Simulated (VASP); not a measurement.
# NbSn (P6_3/mmc) in VASP: a series of runs

Runs on NbSn. Level: PBE. Tasks: single point.

All numbers are computed with VASP 6.6.1; they aren't measurements. Logs are shortened: lines on timing, memory, paths and dates and some standing lists are left out, and cuts for length are marked.

## (1) The cell of the first run

The structure is hexagonal, space group P6_3/mmc (No. 194). Conventional cell: a = 4.000 Å, b = 4.000 Å, c = 5.487 Å, α = 90.00°, β = 90.00°, γ = 120.00°. Within 3.5 Å of Nb (site symmetry -3m) lie 6 Sn at 2.69 Å and 2 Nb at 2.74 Å. Sn (site symmetry -6m2) has 6 Nb at 2.69 Å within 3.5 Å.

## (2) Single point, PBE (volume scaled by 0.96)

INCAR

```
SYSTEM = NbSn
ALGO = Normal
EDIFF = 1E-6
ENCUT = 520
GGA = PE
ISIF = 2
ISMEAR = -1
LASPH = .TRUE.
LCHARG = .TRUE.
LELF = .TRUE.
LREAL = .FALSE.
LVHAR = .TRUE.
LWAVE = .FALSE.
NBANDS = 35
NELM = 60
PREC = Accurate
SIGMA = 0.05
```

KPOINTS

```
k-points
0
G
  8 8 5
  0 0 0
```

POSCAR

```
NbSn
1.0
    3.9995633913      0.0000000000      0.0000000000
   -1.9997816957      3.4637235059      0.0000000000
    0.0000000000      0.0000000000      5.4870950627
Nb Sn
2 2
Direct
    0.0000000000      0.0000000000      0.0000000000
    0.0000000000      0.0000000000      0.5000000000
    0.3333333300      0.6666666700      0.2500000000
    0.6666666700      0.3333333300      0.7500000000
```

Potentials or basis: VASP PAW PBE potentials, release 64 (Nb_sv, Sn_d).

Run with:

```
$ cat potpaw_PBE.64/Nb_sv/POTCAR potpaw_PBE.64/Sn_d/POTCAR > POTCAR
$ mpirun -np 1 vasp_std > vasp.out
```

OUTCAR:

```text
SYSTEM = NbSn
   EDIFF = 1E-6
   ENCUT = 520
   GGA = PE
   ISIF = 2
   ISMEAR = -1
   LASPH = .TRUE.
   LREAL = .FALSE.
   NELM = 60
   PREC = Accurate

 ion  position               nearest neighbor table
   1  0.000  0.000  0.000-   3 2.69   4 2.69   4 2.69   3 2.69   4 2.69   3 2.69   2 2.74   2 2.74

   2  0.000  0.000  0.500-   3 2.69   4 2.69   4 2.69   3 2.69   4 2.69   3 2.69   1 2.74   1 2.74

   3  0.333  0.667  0.250-   1 2.69   2 2.69   1 2.69   2 2.69   1 2.69   2 2.69   4 3.59   4 3.59
                             4 3.59   4 3.59   4 3.59   4 3.59
   4  0.667  0.333  0.750-   1 2.69   2 2.69   1 2.69   2 2.69   1 2.69   2 2.69   3 3.59   3 3.59
                             3 3.59   3 3.59   3 3.59   3 3.59

  LATTYP: Found a hexagonal cell.
 ALAT       =     3.9995633913
 C/A-ratio  =     1.3719235141

  Lattice vectors:

 A1 = (   3.9995633913,   0.0000000000,   0.0000000000)
 A2 = (  -1.9997816957,   3.4637235059,   0.0000000000)
 A3 = (   0.0000000000,   0.0000000000,   5.4870950627)

Analysis of symmetry for initial positions (statically):
=====================================================================
 Subroutine PRICEL returns:
 Original cell was already a primitive cell.

 Routine SETGRP: Setting up the symmetry group for a
 hexagonal supercell.

 Subroutine GETGRP returns: Found 24 space group operations
 (whereof 12 operations were pure point group operations)
 out of a pool of 24 trial point group operations.

The static configuration has the point symmetry D_3d.
 The point group associated with its full space group is D_6h.

Analysis of symmetry for dynamics (positions and initial velocities):
=====================================================================
 Subroutine PRICEL returns:
 Original cell was already a primitive cell.

 Routine SETGRP: Setting up the symmetry group for a
 hexagonal supercell.

 Subroutine GETGRP returns: Found 24 space group operations
 (whereof 12 operations were pure point group operations)
 out of a pool of 24 trial point group operations.

The dynamic configuration has the point symmetry D_3d.
 The point group associated with its full space group is D_6h.

 Subroutine INISYM returns: Found 24 space group operations
 (whereof 12 operations are pure point group operations),
 and found     1 'primitive' translations

----------------------------------------------------------------------------------------

                                     Primitive cell

  volume of cell :      76.0148

  direct lattice vectors                    reciprocal lattice vectors
     3.999563391  0.000000000  0.000000000     0.250027291  0.144353324  0.000000000
    -1.999781696  3.463723506  0.000000000     0.000000000  0.288706647  0.000000000
     0.000000000  0.000000000  5.487095063     0.000000000  0.000000000  0.182245795

  length of vectors
     3.999563391  3.999563396  5.487095063     0.288706647  0.288706647  0.182245795

  position of ions in fractional coordinates (direct lattice)
     0.000000000  0.000000000  0.000000000
     0.000000000  0.000000000  0.500000000
     0.333333330  0.666666670  0.250000000
     0.666666670  0.333333330  0.750000000

  ion indices of the primitive-cell ions
   primitive index   ion index
                 1           1
                 2           2
                 3           3
                 4           4

----------------------------------------------------------------------------------------

 KPOINTS: k-points

Automatic generation of k-mesh.
 Grid dimensions read from file:
 generate k-points for:    8    8    5

 Generating k-lattice:

  Cartesian coordinates                     Fractional coordinates (reciprocal lattice)
     0.031253411  0.018044165  0.000000000     0.125000000 -0.000000000  0.000000000
     0.000000000  0.036088331  0.000000000     0.000000000  0.125000000  0.000000000
     0.000000000  0.000000000  0.036449159     0.000000000  0.000000000  0.200000000

  Length of vectors
     0.036088331  0.036088331  0.036449159

  Shift w.r.t. Gamma in fractional coordinates (k-lattice)
     0.000000000  0.000000000  0.000000000

 Subroutine IBZKPT returns following result:
 ===========================================

 Found     30 irreducible k-points:

 Following reciprocal coordinates:
            Coordinates               Weight
  0.000000  0.000000  0.000000      1.000000
  0.125000 -0.000000  0.000000      6.000000
  0.250000 -0.000000  0.000000      6.000000
  0.375000 -0.000000  0.000000      6.000000
  0.500000 -0.000000  0.000000      3.000000
  0.125000  0.125000  0.000000      6.000000
[... 16 lines left out ...]
  0.250000 -0.000000  0.400000     12.000000
  0.375000 -0.000000  0.400000     12.000000
 [... further k-points ...]
   k-points           NKPTS =     30   k-points in BZ     NKDIM =     30   number of bands    NBANDS=     35
   number of dos      NEDOS =    301   number of ions     NIONS =      4
   total plane-waves  NPLWV =  37800
   dimension x,y,z NGX =    30 NGY =   30 NGZ =   42
   dimension x,y,z NGXF=    60 NGYF=   60 NGZF=   84
   ions per type =               2   2
   NGX,Y,Z   is equivalent  to a cutoff of  12.47, 12.47, 12.73 a.u.
   NGXF,Y,Z  is equivalent  to a cutoff of  24.94, 24.94, 25.45 a.u.
 SYSTEM =  NbSn
   PREC   = accura    normal or accurate (medium, high low for compatibility)
   ISTART =      0    job   : 0-new  1-cont  2-samecut
   ICHARG =      2    charge: 1-file 2-atom 10-const
   ISPIN  =      1    spin polarized calculation?
   LNONCOLLINEAR =      F non collinear calculations
   LSORBIT =      F    spin-orbit coupling
   LASPH  =      T    aspherical Exc in radial PAW
   ENCUT  =  520.0 eV  38.22 Ry    6.18 a.u.   7.44  7.44 10.20*2*pi/ulx,y,z
   NELM   =     60;   NELMIN=  2; NELMDL= -5     # of ELM steps
   EDIFF  = 0.1E-05   stopping-criterion for ELM
   LREAL  =      F    real-space projection
   EDIFFG = 0.1E-04   stopping-criterion for IOM
   NSW    =      0    number of steps for IOM
   IBRION =     -1    ionic relax: 0-MD 1-quasi-New 2-CG
   NFREE  =      0    steps in history (QN), initial steepest desc. (CG)
   ISIF   =      2    stress and relaxation
   ISYM   =      2    0-nonsym 1-usesym 2-fastsym
   POTIM  = 0.5000    time-step for ionic-motion
   TEBEG  =    0.0;   TEEND  =   0.0 temperature during run
   PSTRESS=    0.0 pullay stress
   NELECT =      54.0000    total number of electrons
   NUPDOWN=      -1.0000    fix difference up-down
   EMIN   =  10.00;   EMAX   =-10.00  energy-range for DOS
   EFERMI =   0.00;   METHOD = LEGACY
   ISMEAR =    -1;   SIGMA  =   0.05  broadening in eV -4-tet -1-fermi 0-gaus
   EFERMI_NEDOS =   21; number of points for ismear=-14 and -15
   IALGO  =     38    algorithm
   IMIX   =      4    mixing-type and parameters
     AMIX     =   0.40;   BMIX     =  1.00
     AMIX_MAG =   1.60;   BMIX_MAG =  1.00
  volume/ion in A,a.u.               =      19.00       128.24
  Fermi-wavevector in a.u.,A,eV,Ry     =   1.460741  2.760401 29.031639  2.133765
  Thomas-Fermi vector in A             =   2.577155
   LORBIT       =      0    0 simple, 1 ext, 2 COOP (PROOUT), +10 PAW based schemes
   GGA     = PE    functional components
   LHFCALC =     F    Hartree Fock is set to
   AEXX    =    0.0000 exact exchange contribution
   IVDW    =     0    specifies the selected vdW correction
   LEPSILON=     F    determine dielectric tensor
   LRPA    =     F    only Hartree local field effects (RPA)
 non-spin polarized calculation
  energy-cutoff  :      520.00
  volume of cell :       76.01
 maximum number of plane-waves:      2079
 NGX is ok and might be reduce to    30
   NGX = 15   NGY = 15   NGZ = 21

 number of electron      53.9999987 magnetization

 Free energy of the ion-electron system (eV)
  ---------------------------------------------------
  ext. energy  EPLUGINS =         0.00000000
  ---------------------------------------------------
  free energy    TOTEN  =       -25.07075457 eV

  energy without entropy =      -25.05832964  energy(sigma->0) =      -25.06454210

 E-fermi :  11.4058     XC(G=0): -12.0355

 val. band max:       11.3322904791   @ k =   0.1250   0.1250   0.4000
 cond. band min:      11.4872575453   @ k =   0.3750   0.2500   0.2000
 fundamental gap:      0.1549670662
 Fermi energy:        11.4057908393

 k-point     1 :       0.0000    0.0000    0.0000
  band No.  band energies     occupation
      1     -43.3320      2.00000
      2     -43.1633      2.00000
      3     -19.9366      2.00000
      4     -19.6161      2.00000
      5     -19.6161      2.00000
      6     -19.4420      2.00000
[... 27 lines left out ...]
     34      16.3869      0.00000
     35      18.8689      0.00000

 k-point     2 :       0.1250   -0.0000    0.0000
  band No.  band energies     occupation
      1     -43.3314      2.00000
      2     -43.1630      2.00000
      3     -19.9345      2.00000
      4     -19.6252      2.00000
      5     -19.6169      2.00000
      6     -19.4482      2.00000
[... 27 lines left out ...]
     34      17.0561      0.00000
     35      17.9739      0.00000

 k-point     3 :       0.2500   -0.0000    0.0000
  band No.  band energies     occupation
      1     -43.3301      2.00000
      2     -43.1622      2.00000
      3     -19.9294      2.00000
      4     -19.6470      2.00000
      5     -19.6189      2.00000
      6     -19.4634      2.00000
[... 27 lines left out ...]
     34      16.6919      0.00000
     35      17.9910      0.00000
[... 723 lines left out ...]
 k-point    23 :       0.2500   -0.0000    0.4000
  band No.  band energies     occupation
      1     -43.2729      2.00000
      2     -43.2210      2.00000
      3     -19.5845      2.00000
      4     -19.5622      2.00000
      5     -19.5282      2.00000
      6     -19.5109      2.00000
[... 27 lines left out ...]
     34      16.7553      0.00000
     35      17.4516      0.00000

 k-point    24 :       0.3750   -0.0000    0.4000
  band No.  band energies     occupation
      1     -43.2717      2.00000
      2     -43.2200      2.00000
      3     -19.6039      2.00000
      4     -19.5661      2.00000
      5     -19.5453      2.00000
      6     -19.5165      2.00000
[... 27 lines left out ...]
     34      16.9714      0.00000
     35      17.6103      0.00000

 [... further k-points ...]
[... 5 lines left out ...]
  --------------------------------------------------------------------------------------
  -------------------------------------------------------------------------------------
  Total       14.8715868     14.8715868     21.8653314     -0.0000000     -0.0000000      0.0000000
  in kB      313.4509611    313.4509620    460.8593062     -0.0000000     -0.0000000      0.0000000
  external PRESSURE =     362.5870765 kB  Pullay stress =       0.0000000 kB

 VOLUME and BASIS-vectors are now :
 -----------------------------------------------------------------------------
  energy-cutoff  :      520.00
  volume of cell :       76.01
      direct lattice vectors                 reciprocal lattice vectors
     3.999563391  0.000000000  0.000000000     0.250027291  0.144353324  0.000000000
    -1.999781696  3.463723506  0.000000000     0.000000000  0.288706647  0.000000000
     0.000000000  0.000000000  5.487095063     0.000000000  0.000000000  0.182245795

 POSITION                                       TOTAL-FORCE (eV/Angst)
 -----------------------------------------------------------------------------------
      0.00000      0.00000      0.00000        -0.000000     -0.000000      0.000000
      0.00000      0.00000      2.74355        -0.000000     -0.000000      0.000000
     -0.00000      2.30915      1.37177         0.000000      0.000000     -0.000000
      1.99978      1.15457      4.11532        -0.000000      0.000000     -0.000000
 -----------------------------------------------------------------------------------
    total drift:                                0.000000      0.000000      0.000000

  FREE ENERGIE OF THE ION-ELECTRON SYSTEM (eV)
  ---------------------------------------------------
  free  energy   TOTEN  =       -25.0707545713 eV

  energy  without entropy=      -25.0583296375  energy(sigma->0) =      -25.06454210
```

Run time: 41 s. Hardware: 1 thread of Intel Xeon 6975P-C (Granite Rapids), shared host; peak memory 0.21 GiB.

What came out:

| Property | Result |
| --- | --- |
| Free energy | -25.0708 eV |
| Pressure | 36.3 GPa |
| Band gap on the k mesh | zero (band 27 reaches 11.98 eV, above the bottom of band 28 at 10.98 eV) |

Stress tensor (GPa, compression positive):
```
31.35  0.00  0.00
 0.00 31.35  0.00
 0.00  0.00 46.09
```

Caveat: the cell differs from its parent crystal (volume scaled by 0.96); spin-orbit coupling is left out, which moves the levels of the heavy elements.

## (3) Single point, PBE

This run uses another cell than the first one, of 19.80 Å³/atom, 1.042 times its volume.

Edit INCAR of step 2 so:

```diff
@@ -8,6 +8,4 @@
 LASPH = .TRUE.
-LCHARG = .TRUE.
-LELF = .TRUE.
+LCHARG = .FALSE.
 LREAL = .FALSE.
-LVHAR = .TRUE.
 LWAVE = .FALSE.
```

KPOINTS is that of step 2.

POSCAR

```
NbSn
1.0
    4.0543587400      0.0000000000      0.0000000000
   -2.0271793700      3.5111776700      0.0000000000
    0.0000000000      0.0000000000      5.5622700900
Nb Sn
2 2
Direct
    0.0000000000      0.0000000000      0.0000000000
    0.0000000000      0.0000000000      0.5000000000
    0.3333333300      0.6666666700      0.2500000000
    0.6666666700      0.3333333300      0.7500000000
```

Potentials or basis: VASP PAW PBE potentials, release 64 (Nb_sv, Sn_d).

Run with:

```
$ cat potpaw_PBE.64/Nb_sv/POTCAR potpaw_PBE.64/Sn_d/POTCAR > POTCAR
$ mpirun -np 1 vasp_std > vasp.out
```

Wall time 45 s (1 thread of Intel Xeon 6975P-C (Granite Rapids), shared host); peak memory 0.21 GiB.

It converged, with:

```yaml
Free_energy: -25.6952 eV
Pressure: 27.1 GPa
Band_gap_on_the_k_mesh: zero (band 27 reaches 11.31 eV, above the bottom of band 28 at 10.40 eV)
```

Stress tensor (GPa, compression positive):
```
22.73  0.00  0.00
 0.00 22.73  0.00
 0.00  0.00 35.80
```

Levels at points of the mesh, in eV from the Fermi level:
| k point | band 23 | band 24 | band 25 | band 26 | band 27 | band 28 | band 29 | band 30 | band 31 | band 32 |
| --- | --- | --- | --- | --- | --- | --- | --- | --- | --- | --- |
| (0.00, 0.00, 0.00) | -3.19 | -2.28 | -1.07 | -1.07 | 0.17 | 0.17 | 2.81 | 2.81 | 3.16 | 3.16 |
| (0.50, 0.00, 0.00) | -2.52 | -2.29 | -1.04 | -0.77 | -0.15 | 0.42 | 0.55 | 1.28 | 2.18 | 2.28 |

Caveat: spin-orbit coupling is left out, which moves the levels of the heavy elements.
